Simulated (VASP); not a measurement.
# SnTe in VASP: a series of runs, part 2 of 3

VASP 6.6.1. Earlier steps stand in the parts before.

**3. Single point, PBEsol (volume scaled by 0.98)**

INCAR reads:

```
PREC = Accurate ; ENCUT = 520
EDIFF = 1E-6 ; ISMEAR = -1
SIGMA = 0.05 ; LREAL = F
LASPH = T ; NELM = 100
ALGO = Normal ; ISIF = 2
LWAVE = F ; LCHARG = F
GGA = PS ; NBANDS = 17
```

KPOINTS reads:

```
regular mesh
0
Gamma
  7 7 7
```

POSCAR reads:

```
SnTe
1.0
    0.0000000000      3.5869093905      3.5869093905
    3.5869093905      0.0000000000      3.5869093905
    3.5869093905      3.5869093905      0.0000000000
Te Sn
1 1
Direct
    0.2500000000      0.2500000000      0.2500000000
    0.0000000000      0.0000000000      0.0000000000
```

Potentials or basis: VASP PAW PBE potentials, release 64 (Te, Sn_d).

Launch:

```sh
$ cat potpaw_PBE.64/Te/POTCAR potpaw_PBE.64/Sn_d/POTCAR > POTCAR
$ mpirun -np 1 vasp_std > vasp.out
```

Run time: 34 s. Hardware: 1 thread of Intel Xeon 6975P-C, shared host; peak memory 0.25 GiB.

It converged, with:

```yaml
Free_energy: -7.6163 eV
Pressure: -1.0 GPa
Band_gap_on_the_k_mesh: 0.24 eV, indirect (least direct gap 0.77 eV)
```

Levels at points of the mesh, in eV from the valence-band top:
| k point | band 6 | band 7 | band 8 | band 9 | band 10 | band 11 | band 12 | band 13 | band 14 | band 15 |
| --- | --- | --- | --- | --- | --- | --- | --- | --- | --- | --- |
| (0.00, 0.00, 0.00) | -11.47 | -4.98 | -1.80 | -1.80 | -1.80 | 1.16 | 1.16 | 1.16 | 4.15 | 6.60 |

Caveat: the PAW data sets were made with another functional, which shifts forces and pressure a little; spin-orbit coupling is left out, which moves the levels of the heavy elements. A k mesh can miss the band edges.

**4. Single point, PBEsol (volume scaled by 1.06)**

INCAR reads:

```
  PREC = Accurate
  ENCUT = 520
  EDIFF = 1E-6
  ISMEAR = -1
  SIGMA = 0.05
  LREAL = False
  LASPH = True
  NELM = 80
  ALGO = Normal
  ISIF = 2
  LWAVE = False
  LCHARG = False
  GGA = PS
  NBANDS = 17
```

KPOINTS is that of step 3.

POSCAR reads:

```
SnTe
1.0
    0.0000000000      3.6819707652      3.6819707652
    3.6819707652      0.0000000000      3.6819707652
    3.6819707652      3.6819707652      0.0000000000
Te Sn
1 1
Direct
    0.2500000000      0.2500000000      0.2500000000
    0.0000000000      0.0000000000      0.0000000000
```

Potentials or basis: VASP PAW PBE potentials, release 64 (Te, Sn_d).

Launch:

```sh
$ cat potpaw_PBE.64/Te/POTCAR potpaw_PBE.64/Sn_d/POTCAR > POTCAR
$ mpirun -np 1 vasp_std > vasp.out
```

OUTCAR:

```text
PREC = Accurate
   ENCUT = 520
   EDIFF = 1E-6
   ISMEAR = -1
   LREAL = False
   LASPH = True
   NELM = 80
   ISIF = 2
   GGA = PS

 ion  position               nearest neighbor table
   1  0.250  0.250  0.250-   2 3.19   2 3.19   2 3.19   2 3.19
   2  0.000  0.000  0.000-   1 3.19   1 3.19   1 3.19   1 3.19

  LATTYP: Found a face centered cubic cell.
 ALAT       =     7.3639415304

  Lattice vectors:

 A1 = (   0.0000000000,   3.6819707652,   3.6819707652)
 A2 = (   3.6819707652,   0.0000000000,   3.6819707652)
 A3 = (   3.6819707652,   3.6819707652,   0.0000000000)

Analysis of symmetry for initial positions (statically):
=====================================================================
 Subroutine PRICEL returns:
 Original cell was already a primitive cell.

 Routine SETGRP: Setting up the symmetry group for a
 face centered cubic supercell.

 Subroutine GETGRP returns: Found 24 space group operations
 (whereof 24 operations were pure point group operations)
 out of a pool of 48 trial point group operations.

The static configuration has the point symmetry T_d .

Analysis of symmetry for dynamics (positions and initial velocities):
=====================================================================
 Subroutine PRICEL returns:
 Original cell was already a primitive cell.

 Routine SETGRP: Setting up the symmetry group for a
 face centered cubic supercell.

 Subroutine GETGRP returns: Found 24 space group operations
 (whereof 24 operations were pure point group operations)
 out of a pool of 48 trial point group operations.

The dynamic configuration has the point symmetry T_d .

 Subroutine INISYM returns: Found 24 space group operations
 (whereof 24 operations are pure point group operations),
 and found     1 'primitive' translations

[... 105 lines left out ...]
   EFERMI_NEDOS =   21; number of points for ismear=-14 and -15
   IALGO  =     38    algorithm
   IMIX   =      4    mixing-type and parameters
     AMIX     =   0.40;   BMIX     =  1.00
     AMIX_MAG =   1.60;   BMIX_MAG =  1.00
  volume/ion in A,a.u.               =      49.92       336.85
  Fermi-wavevector in a.u.,A,eV,Ry     =   0.957917  1.810200 12.484771  0.917605
  Thomas-Fermi vector in A             =   2.086978
   LORBIT       =      0    0 simple, 1 ext, 2 COOP (PROOUT), +10 PAW based schemes
   GGA     = PS    functional components
   LHFCALC =     F    Hartree Fock is set to
   AEXX    =    0.0000 exact exchange contribution
   IVDW    =     0    specifies the selected vdW correction
   LEPSILON=     F    determine dielectric tensor
   LRPA    =     F    only Hartree local field effects (RPA)
 non-spin polarized calculation
  energy-cutoff  :      520.00
  volume of cell :       99.83
 maximum number of plane-waves:      2733
   NGX = 19   NGY = 19   NGZ = 19

 number of electron      19.9999999 magnetization

 Free energy of the ion-electron system (eV)
  ---------------------------------------------------
  ext. energy  EPLUGINS =         0.00000000
  ---------------------------------------------------
  free energy    TOTEN  =        -7.53421954 eV

  energy without entropy =       -7.53356498  energy(sigma->0) =       -7.53389226

 E-fermi :   2.5651     XC(G=0):  -7.3911

 val. band max:        2.3230139694   @ k =  -0.2857   0.4286   0.1429
 cond. band min:       2.7345552303   @ k =   0.4286   0.4286   0.0000
 fundamental gap:      0.4115412609
 Fermi energy:         2.5651486066

 k-point     1 :       0.0000    0.0000    0.0000
  band No.  band energies     occupation
      1     -19.1522      2.00000
      2     -19.1522      2.00000
      3     -19.1522      2.00000
      4     -19.1461      2.00000
      5     -19.1461      2.00000
      6      -8.7037      2.00000
[... 377 lines left out ...]
      4     -19.1462      2.00000
      5     -19.1457      2.00000
      6      -8.0586      2.00000
[... 9 lines left out ...]
     16       9.7447      0.00000
     17      11.0513      0.00000

------------------------ aborting loop because EDIFF is reached ----------------------------------------

  FORCE on cell =-STRESS in cart. coord.  units (eV):
  Direction    XX          YY          ZZ          XY          YZ          ZX
  --------------------------------------------------------------------------------------
  -------------------------------------------------------------------------------------
  Total       -1.5532259     -1.5532259     -1.5532259      0.0000000      0.0000000     -0.0000000
  in kB      -24.9272402    -24.9272402    -24.9272402      0.0000000      0.0000000     -0.0000000
  external PRESSURE =     -24.9272402 kB  Pullay stress =       0.0000000 kB

 VOLUME and BASIS-vectors are now :
 -----------------------------------------------------------------------------
  energy-cutoff  :      520.00
  volume of cell :       99.83
      direct lattice vectors                 reciprocal lattice vectors
     0.000000000  3.681970765  3.681970765    -0.135796841  0.135796841  0.135796841
     3.681970765  0.000000000  3.681970765     0.135796841 -0.135796841  0.135796841
     3.681970765  3.681970765  0.000000000     0.135796841  0.135796841 -0.135796841

 POSITION                                       TOTAL-FORCE (eV/Angst)
 -----------------------------------------------------------------------------------
      1.84099      1.84099      1.84099        -0.000000     -0.000000     -0.000000
      0.00000      0.00000      0.00000         0.000000      0.000000      0.000000
 -----------------------------------------------------------------------------------
    total drift:                               -0.000000     -0.000000     -0.000000

  FREE ENERGIE OF THE ION-ELECTRON SYSTEM (eV)
  ---------------------------------------------------
  free  energy   TOTEN  =        -7.5342195380 eV

  energy  without entropy=       -7.5335649777  energy(sigma->0) =       -7.53389226
```

OSZICAR:

```text
N       E                     dE             d eps       ncg     rms          rms(c)
DAV:   1     0.119557205591E+03    0.11956E+03   -0.91795E+03   680   0.113E+03
DAV:   2     0.419345616823E+01   -0.11536E+03   -0.11286E+03   713   0.274E+02
DAV:   3    -0.733512686063E+01   -0.11529E+02   -0.11249E+02   836   0.865E+01
DAV:   4    -0.769861803342E+01   -0.36349E+00   -0.36328E+00   823   0.163E+01
DAV:   5    -0.771170411624E+01   -0.13086E-01   -0.13086E-01   957   0.281E+00    0.384E+00
DAV:   6    -0.753618844801E+01    0.17552E+00   -0.48644E-01   870   0.345E+00    0.250E+00
DAV:   7    -0.753277200003E+01    0.34164E-02   -0.79293E-02   724   0.105E+00    0.103E+00
DAV:   8    -0.753333111467E+01   -0.55911E-03   -0.90557E-03   766   0.671E-01    0.218E-01
DAV:   9    -0.753381694539E+01   -0.48583E-03   -0.25186E-03   711   0.276E-01    0.575E-02
DAV:  10    -0.753403920422E+01   -0.22226E-03   -0.40280E-04   754   0.104E-01    0.385E-02
DAV:  11    -0.753421299043E+01   -0.17379E-03   -0.25530E-04   690   0.616E-02    0.230E-02
DAV:  12    -0.753421617903E+01   -0.31886E-05   -0.78148E-06   839   0.165E-02    0.938E-03
DAV:  13    -0.753421940626E+01   -0.32272E-05   -0.58407E-06   693   0.978E-03    0.321E-03
DAV:  14    -0.753421953801E+01   -0.13175E-06   -0.22554E-07   663   0.449E-03
   1 F= -.75342195E+01 E0= -.75338923E+01  d E =-.654560E-03
```

Run time: 42 s. Hardware: 1 thread of Intel Xeon 6975P-C, shared host; peak memory 0.25 GiB.

Results:

| Quantity | Value |
| --- | --- |
| Free energy | -7.5342 eV |
| Pressure | -2.5 GPa |
| Band gap on the k mesh | 0.41 eV, indirect (least direct gap 0.85 eV) |

Caveat: the PAW data sets were made with another functional, which shifts forces and pressure a little; spin-orbit coupling is left out, which moves the levels of the heavy elements. A k mesh can miss the band edges.

(Part 2 of 3 ends here.)
